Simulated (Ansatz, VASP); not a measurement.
Two plane-wave programs on Cs2AgBiBr6

The input INCAR:

```
PREC = Accurate
ENCUT = 520
EDIFF = 1E-6
ISMEAR = -1
SIGMA = 0.05
LREAL = F
LASPH = T
NELM = 150
ALGO = Normal
ISIF = 2
LWAVE = F
LCHARG = T
LMAXMIX = 4
LDAU = T
LDAUTYPE = 2
LDAUL = -1 -1 2 -1
LDAUU = 0 0 1 0
LDAUJ = 0 0 0 0
LDAUPRINT = 1
GGA = PS
LELF = T
LVHAR = T
NBANDS = 54
```

File KPOINTS:

```
Automatic mesh
0
Gamma
  4 4 4
```

File POSCAR:

```
Cs2AgBiBr6
1.0
    0.0000000000      5.6161000000      5.6161000000
    5.6161000000      0.0000000000      5.6161000000
    5.6161000000      5.6161000000      0.0000000000
Bi Cs Ag Br
1 2 1 6
Direct
    0.0000000000      0.0000000000      0.0000000000
    0.7500000000      0.7500000000      0.7500000000
    0.2500000000      0.2500000000      0.2500000000
    0.5000000000      0.5000000000      0.5000000000
    0.7494500000      0.7494500000      0.2505500000
    0.2505500000      0.2505500000      0.7494500000
    0.7494500000      0.2505500000      0.2505500000
    0.7494500000      0.2505500000      0.7494500000
    0.2505500000      0.7494500000      0.7494500000
    0.2505500000      0.7494500000      0.2505500000
```

input.yaml

```yaml
crystal:
  lattice:
    - [0.0, 5.6161, 5.6161]
    - [5.6161, 0.0, 5.6161]
    - [5.6161, 5.6161, 0.0]
  atoms:
    - { symbol: Bi, position: [0.0, 0.0, 0.0] }
    - { symbol: Cs, position: [0.75, 0.75, 0.75] }
    - { symbol: Cs, position: [0.25, 0.25, 0.25] }
    - { symbol: Ag, position: [0.5, 0.5, 0.5] }
    - { symbol: Br, position: [0.74945, 0.74945, 0.25055] }
    - { symbol: Br, position: [0.25055, 0.25055, 0.74945] }
    - { symbol: Br, position: [0.74945, 0.25055, 0.25055] }
    - { symbol: Br, position: [0.74945, 0.25055, 0.74945] }
    - { symbol: Br, position: [0.25055, 0.74945, 0.74945] }
    - { symbol: Br, position: [0.25055, 0.74945, 0.25055] }
hamiltonian:
  xc: pbesol
  pseudopotentials: { kind: paw }
  hubbard: { sites: [{ species: Ag, l: d, u_eff: 1.0 }] }
kpoints:
  mp_grid: { grid: [4, 4, 4] }
scf:
  occupations: { method: fermi_dirac, width: 0.05 }
  n_extra_bands: 25
output:
  forces: true
  stress: true
  eigenvalues: true
  dos: { projected: true, de: 0.05, nscf_kmesh: { grid: [6, 6, 6] } }
```

Alike in both runs: functional PBEsol; k mesh 4 × 4 × 4; occupations fermi-dirac, width 0.05 eV; no spin polarisation; Hubbard terms Ag d U = 1.0 eV.

|  | VASP | Ansatz |
| --- | --- | --- |
| version | VASP 6.6.1 | Ansatz 0.2.0 |
| potentials or method | VASP PAW PBE potentials, release 64 (Bi_d, Cs_sv, Ag, Br) | Ansatz PAW |
| plane-wave cutoff (eV) | 520 | 420 |
| valence electrons in the cell | 86 | 94 |
| task | single point | projected density of states |

|  | VASP | Ansatz | Ansatz less VASP |
| --- | --- | --- | --- |
| gap on the k mesh at the Fermi level (eV) | 1.26 | 1.26 | -0.001 |
| least direct gap on the mesh (eV) | 2.46 | 2.47 | +0.002 |
| pressure (GPa) | 0.0 | 0.0 | +0.03 |
| rms of the force components (eV/Å) | 0.133 | 0.122 | -0.0111 |

VASP's potentials were made for PBE, not for PBEsol. The programs project onto different local orbitals, so the same U acts differently, and such runs can settle in different states. Atom by atom the forces differ by 0.011 eV/Å (rms over components). VASP's potentials hold 86 valence electrons a cell and Ansatz's 94, so a difference there can come from the potentials and not from the codes.

Neither program's run includes spin-orbit coupling.
